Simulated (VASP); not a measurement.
# Pt (P6_3/mmc) in VASP: further runs

Runs on Pt. Level: PBEsol. Tasks: single point.

Program: VASP 6.6.1. These are calculated values, not measurements. Logs are shortened: lines on timing, memory, paths and dates and some standing lists are left out, and cuts for length are marked.

## Step 1: The cell of the first run

The structure is hexagonal, space group P6_3/mmc (No. 194). The conventional cell has a = 2.761 Å, b = 2.761 Å, c = 4.792 Å, α = 90.00°, β = 90.00°, γ = 120.00°. Pt (site symmetry -6m2) has 12 Pt at 2.76 to 2.88 Å within 3.6 Å.

## Step 2: Single point, PBEsol

INCAR reads:

```
SYSTEM = Pt
PREC = Accurate ; ENCUT = 520
EDIFF = 1E-6 ; ISMEAR = -1
SIGMA = 0.15 ; LREAL = .False.
LASPH = .True. ; NELM = 100
ALGO = Normal ; ISIF = 2
LWAVE = .False. ; LCHARG = .True.
GGA = PS ; LELF = .True.
LVHAR = .True. ; NBANDS = 17
```

KPOINTS reads:

```
regular mesh
0
Gamma
  12 12 6
  0 0 0
```

POSCAR reads:

```
Pt
1.0
    2.7606700000      0.0000000000      0.0000000000
   -1.3803300000      2.3908100000      0.0000000000
    0.0000000000      0.0000000000      4.7921300000
Pt
2
Direct
    0.6666666667      0.3333333333      0.7500000000
    0.3333333333      0.6666666667      0.2500000000
```

Potentials or basis: VASP PAW PBE potentials, release 64 (Pt).

The run is started by

```sh
$ cat potpaw_PBE.64/Pt/POTCAR > POTCAR
$ mpirun -np 1 vasp_std > vasp.out
```

OUTCAR:

```text
SYSTEM = Pt
   PREC = Accurate
   ENCUT = 520
   EDIFF = 1E-6
   ISMEAR = -1
   LREAL = .False.
   LASPH = .True.
   NELM = 100
   ISIF = 2
   GGA = PS

 ion  position               nearest neighbor table
   1  0.667  0.333  0.750-   2 2.88   2 2.88   2 2.88   2 2.88   2 2.88   2 2.88
   2  0.333  0.667  0.250-   1 2.88   1 2.88   1 2.88   1 2.88   1 2.88   1 2.88

  LATTYP: Found a hexagonal cell.
 ALAT       =     2.7606700000
 C/A-ratio  =     1.7358575998

  Lattice vectors:

 A1 = (   2.7606700000,   0.0000000000,   0.0000000000)
 A2 = (  -1.3803300000,   2.3908100000,   0.0000000000)
 A3 = (   0.0000000000,   0.0000000000,   4.7921300000)

Analysis of symmetry for initial positions (statically):
=====================================================================
 Subroutine PRICEL returns:
 Original cell was already a primitive cell.

 Routine SETGRP: Setting up the symmetry group for a
 hexagonal supercell.

 Subroutine GETGRP returns: Found 24 space group operations
 (whereof 12 operations were pure point group operations)
 out of a pool of 24 trial point group operations.

The static configuration has the point symmetry D_3d.
 The point group associated with its full space group is D_6h.

Analysis of symmetry for dynamics (positions and initial velocities):
=====================================================================
 Subroutine PRICEL returns:
 Original cell was already a primitive cell.

 Routine SETGRP: Setting up the symmetry group for a
 hexagonal supercell.

 Subroutine GETGRP returns: Found 24 space group operations
 (whereof 12 operations were pure point group operations)
 out of a pool of 24 trial point group operations.

The dynamic configuration has the point symmetry D_3d.
 The point group associated with its full space group is D_6h.

 Subroutine INISYM returns: Found 24 space group operations
 (whereof 12 operations are pure point group operations),
 and found     1 'primitive' translations

----------------------------------------------------------------------------------------

                                     Primitive cell

  volume of cell :      31.6292

  direct lattice vectors                    reciprocal lattice vectors
     2.760670000  0.000000000  0.000000000     0.362230908  0.209133385  0.000000000
    -1.380330000  2.390810000  0.000000000     0.000000000  0.418268286  0.000000000
     0.000000000  0.000000000  4.792130000     0.000000000  0.000000000  0.208675474

  length of vectors
     2.760670000  2.760667196  4.792130000     0.418267861  0.418268286  0.208675474

  position of ions in fractional coordinates (direct lattice)
     0.666666667  0.333333333  0.750000000
     0.333333333  0.666666667  0.250000000

  ion indices of the primitive-cell ions
   primitive index   ion index
                 1           1
                 2           2

----------------------------------------------------------------------------------------

 KPOINTS: regular mesh

Automatic generation of k-mesh.
 Grid dimensions read from file:
 generate k-points for:   12   12    6

 Generating k-lattice:

  Cartesian coordinates                     Fractional coordinates (reciprocal lattice)
     0.030185909  0.017427782  0.000000000     0.083333333  0.000000000  0.000000000
     0.000000000  0.034855690  0.000000000     0.000000000  0.083333333  0.000000000
     0.000000000  0.000000000  0.034779246     0.000000000  0.000000000  0.166666667

  Length of vectors
     0.034855655  0.034855690  0.034779246

  Shift w.r.t. Gamma in fractional coordinates (k-lattice)
     0.000000000  0.000000000  0.000000000

 Subroutine IBZKPT returns following result:
 ===========================================

 Found     76 irreducible k-points:

 Following reciprocal coordinates:
            Coordinates               Weight
  0.000000  0.000000  0.000000      1.000000
  0.083333  0.000000  0.000000      6.000000
  0.166667  0.000000  0.000000      6.000000
  0.250000 -0.000000  0.000000      6.000000
  0.333333  0.000000  0.000000      6.000000
  0.416667  0.000000  0.000000      6.000000
[... 16 lines left out ...]
  0.250000 -0.000000  0.166667     12.000000
  0.333333  0.000000  0.166667     12.000000
 [... further k-points ...]
   k-points           NKPTS =     76   k-points in BZ     NKDIM =     76   number of bands    NBANDS=     17
   number of dos      NEDOS =    301   number of ions     NIONS =      2
   total plane-waves  NPLWV =  20736
   dimension x,y,z NGX =    24 NGY =   24 NGZ =   36
   dimension x,y,z NGXF=    48 NGYF=   48 NGZF=   72
   ions per type =               2
   NGX,Y,Z   is equivalent  to a cutoff of  14.45, 14.45, 12.49 a.u.
   NGXF,Y,Z  is equivalent  to a cutoff of  28.91, 28.91, 24.98 a.u.
 SYSTEM =  Pt
   PREC   = accura    normal or accurate (medium, high low for compatibility)
   ISTART =      0    job   : 0-new  1-cont  2-samecut
   ICHARG =      2    charge: 1-file 2-atom 10-const
   ISPIN  =      1    spin polarized calculation?
   LNONCOLLINEAR =      F non collinear calculations
   LSORBIT =      F    spin-orbit coupling
   LASPH  =      T    aspherical Exc in radial PAW
   ENCUT  =  520.0 eV  38.22 Ry    6.18 a.u.   5.13  5.13  8.91*2*pi/ulx,y,z
   NELM   =    100;   NELMIN=  2; NELMDL= -5     # of ELM steps
   EDIFF  = 0.1E-05   stopping-criterion for ELM
   LREAL  =      F    real-space projection
   EDIFFG = 0.1E-04   stopping-criterion for IOM
   NSW    =      0    number of steps for IOM
   IBRION =     -1    ionic relax: 0-MD 1-quasi-New 2-CG
   NFREE  =      0    steps in history (QN), initial steepest desc. (CG)
   ISIF   =      2    stress and relaxation
   ISYM   =      2    0-nonsym 1-usesym 2-fastsym
   POTIM  = 0.5000    time-step for ionic-motion
   TEBEG  =    0.0;   TEEND  =   0.0 temperature during run
   PSTRESS=    0.0 pullay stress
   NELECT =      20.0000    total number of electrons
   NUPDOWN=      -1.0000    fix difference up-down
   EMIN   =  10.00;   EMAX   =-10.00  energy-range for DOS
   EFERMI =   0.00;   METHOD = LEGACY
   ISMEAR =    -1;   SIGMA  =   0.15  broadening in eV -4-tet -1-fermi 0-gaus
   EFERMI_NEDOS =   21; number of points for ismear=-14 and -15
   IALGO  =     38    algorithm
   IMIX   =      4    mixing-type and parameters
     AMIX     =   0.40;   BMIX     =  1.00
     AMIX_MAG =   1.60;   BMIX_MAG =  1.00
  volume/ion in A,a.u.               =      15.81       106.72
  Fermi-wavevector in a.u.,A,eV,Ry     =   1.405148  2.655345 26.863905  1.974441
  Thomas-Fermi vector in A             =   2.527638
   LORBIT       =      0    0 simple, 1 ext, 2 COOP (PROOUT), +10 PAW based schemes
   GGA     = PS    functional components
   LHFCALC =     F    Hartree Fock is set to
   AEXX    =    0.0000 exact exchange contribution
   IVDW    =     0    specifies the selected vdW correction
   LEPSILON=     F    determine dielectric tensor
   LRPA    =     F    only Hartree local field effects (RPA)
 non-spin polarized calculation
  energy-cutoff  :      520.00
  volume of cell :       31.63
 maximum number of plane-waves:       864
 NGX is ok and might be reduce to    24
   NGX = 11   NGY = 11   NGZ = 17

 number of electron      20.0000016 magnetization

 Free energy of the ion-electron system (eV)
  ---------------------------------------------------
  ext. energy  EPLUGINS =         0.00000000
  ---------------------------------------------------
  free energy    TOTEN  =       -13.88029089 eV

  energy without entropy =      -13.64335320  energy(sigma->0) =      -13.76182204

 E-fermi :  10.2051     XC(G=0): -13.3437

 val. band max:       10.1954718090   @ k =   0.3333   0.1667   0.0000
 cond. band min:      10.2398140858   @ k =   0.3333   0.0000   0.5000
 fundamental gap:      0.0443422768
 Fermi energy:        10.2050783081

 k-point     1 :       0.0000    0.0000    0.0000
  band No.  band energies     occupation
      1       0.4309      2.00000
      2       3.1023      2.00000
      3       6.2371      2.00000
      4       6.7717      2.00000
      5       6.7718      2.00000
      6       7.1369      2.00000
[... 9 lines left out ...]
     16      27.4563      0.00000
     17      31.1810      0.00000

 k-point     2 :       0.0833    0.0000    0.0000
  band No.  band energies     occupation
      1       0.6815      2.00000
      2       3.3325      2.00000
      3       6.2104      2.00000
      4       6.7628      2.00000
      5       6.9638      2.00000
      6       7.0203      2.00000
[... 9 lines left out ...]
     16      27.7325      0.00000
     17      29.8686      0.00000

 k-point     3 :       0.1667    0.0000    0.0000
  band No.  band energies     occupation
      1       1.3896      2.00000
      2       3.9145      2.00000
      3       6.0131      2.00000
      4       6.6201      2.00000
      5       6.8498      2.00000
      6       7.1455      2.00000
[... 9 lines left out ...]
     16      27.7667      0.00000
     17      28.0616      0.00000

 k-point     4 :       0.2500   -0.0000    0.0000
  band No.  band energies     occupation
      1       2.3900      2.00000
      2       4.3411      2.00000
      3       5.8504      2.00000
      4       6.0752      2.00000
      5       6.3573      2.00000
      6       7.5762      2.00000
[... 9 lines left out ...]
     16      26.2525      0.00000
     17      28.5872      0.00000
[... 343 lines left out ...]
      1       1.6071      2.00000
      2       3.9058      2.00000
      3       6.0637      2.00000
      4       6.3228      2.00000
      5       6.5645      2.00000
      6       7.1922      2.00000
[... 9 lines left out ...]
     16      27.5927      0.00000
     17      28.2552      0.00000

 k-point    23 :       0.2500   -0.0000    0.1667
  band No.  band energies     occupation
      1       2.5569      2.00000
      2       4.3745      2.00000
      3       5.6407      2.00000
      4       6.1384      2.00000
      5       6.2330      2.00000
      6       7.3522      2.00000
[... 9 lines left out ...]
     16      26.3801      0.00000
     17      27.4491      0.00000

 k-point    24 :       0.3333    0.0000    0.1667
  band No.  band energies     occupation
      1       3.3296      2.00000
      2       4.2280      2.00000
      3       5.1712      2.00000
      4       5.8901      2.00000
      5       6.9193      2.00000
      6       7.4669      2.00000
[... 9 lines left out ...]
     16      24.5783      0.00000
     17      25.9097      0.00000

 [... further k-points ...]
[... 5 lines left out ...]
  --------------------------------------------------------------------------------------
  -------------------------------------------------------------------------------------
  Total       -1.9397299     -1.9397293     -2.3019515     -0.0000041      0.0000000      0.0000000
  in kB      -98.2570415    -98.2570126   -116.6053821     -0.0002055      0.0000000      0.0000000
  external PRESSURE =    -104.3731454 kB  Pullay stress =       0.0000000 kB

 VOLUME and BASIS-vectors are now :
 -----------------------------------------------------------------------------
  energy-cutoff  :      520.00
  volume of cell :       31.63
      direct lattice vectors                 reciprocal lattice vectors
     2.760670000  0.000000000  0.000000000     0.362230908  0.209133385  0.000000000
    -1.380330000  2.390810000  0.000000000     0.000000000  0.418268286  0.000000000
     0.000000000  0.000000000  4.792130000     0.000000000  0.000000000  0.208675474

 POSITION                                       TOTAL-FORCE (eV/Angst)
 -----------------------------------------------------------------------------------
      1.38034      0.79694      3.59410        -0.000000      0.000000      0.000000
      0.00000      1.59387      1.19803         0.000000      0.000000      0.000000
 -----------------------------------------------------------------------------------
    total drift:                                0.000000     -0.000000      0.000000

  FREE ENERGIE OF THE ION-ELECTRON SYSTEM (eV)
  ---------------------------------------------------
  free  energy   TOTEN  =       -13.8802908908 eV

  energy  without entropy=      -13.6433531966  energy(sigma->0) =      -13.76182204
```

Run time: 46 s. Hardware: 1 thread of Intel Xeon 8259CL, shared host; peak memory 0.17 GiB.

Results:

```
Free energy            : -13.8803 eV
Pressure               : -10.4 GPa
Band gap on the k mesh : zero (band 10 reaches 10.69 eV, above the bottom of band 11 at 9.39 eV)
```

Levels at points of the mesh, in eV from the Fermi level:
```csv
k point,band 8,band 9,band 10,band 11,band 12,band 13
"(0.00, 0.00, 0.00)",-1.82,-1.82,-0.81,-0.24,-0.24,4.60
"(0.50, 0.00, 0.00)",-0.02,0.28,0.48,2.21,3.68,7.19
"(0.00, 0.00, 0.50)",-3.43,-0.81,-0.81,-0.81,-0.81,11.83
"(0.50, 0.00, 0.50)",-0.89,0.40,0.40,1.64,1.64,6.39
```

Caveat: the PAW data sets were made with another functional, which shifts forces and pressure a little; spin-orbit coupling is left out, which moves the levels of the heavy elements.

## Step 3: Single point, PBEsol

INCAR reads:

```
PREC = Accurate ; ENCUT = 520
EDIFF = 1E-6 ; ISMEAR = -1
SIGMA = 0.15 ; LREAL = F
LASPH = T ; NELM = 60
ALGO = Normal ; ISIF = 2
LWAVE = F ; LCHARG = F
GGA = PS ; NBANDS = 17
```

KPOINTS reads:

```
regular mesh
0
Gamma
  12 12 6
```

POSCAR is that of step 2.

Potentials or basis: VASP PAW PBE potentials, release 64 (Pt).

The run is started by

```sh
$ cat potpaw_PBE.64/Pt/POTCAR > POTCAR
$ mpirun -np 1 vasp_std > vasp.out
```

Run time: 46 s. Hardware: 1 thread of Intel Xeon 8259CL, shared host; peak memory 0.17 GiB.

The run converged. Its results:

```yaml
Free_energy: -13.8803 eV
Pressure: -10.4 GPa
Band_gap_on_the_k_mesh: zero (band 10 reaches 10.69 eV, above the bottom of band 11 at 9.39 eV)
```

Stress tensor (GPa, compression positive):
```
 -9.83   0.00   0.00
  0.00  -9.83   0.00
  0.00   0.00 -11.66
```

Levels at points of the mesh, in eV from the Fermi level:
| k point | band 8 | band 9 | band 10 | band 11 | band 12 | band 13 |
| --- | --- | --- | --- | --- | --- | --- |
| (0.00, 0.00, 0.00) | -1.82 | -1.82 | -0.81 | -0.24 | -0.24 | 4.60 |
| (0.50, 0.00, 0.00) | -0.02 | 0.28 | 0.48 | 2.21 | 3.68 | 7.19 |
| (0.00, 0.00, 0.50) | -3.43 | -0.81 | -0.81 | -0.81 | -0.81 | 11.83 |
| (0.50, 0.00, 0.50) | -0.89 | 0.40 | 0.40 | 1.64 | 1.64 | 6.39 |

Caveat: the PAW data sets were made with another functional, which shifts forces and pressure a little; spin-orbit coupling is left out, which moves the levels of the heavy elements.
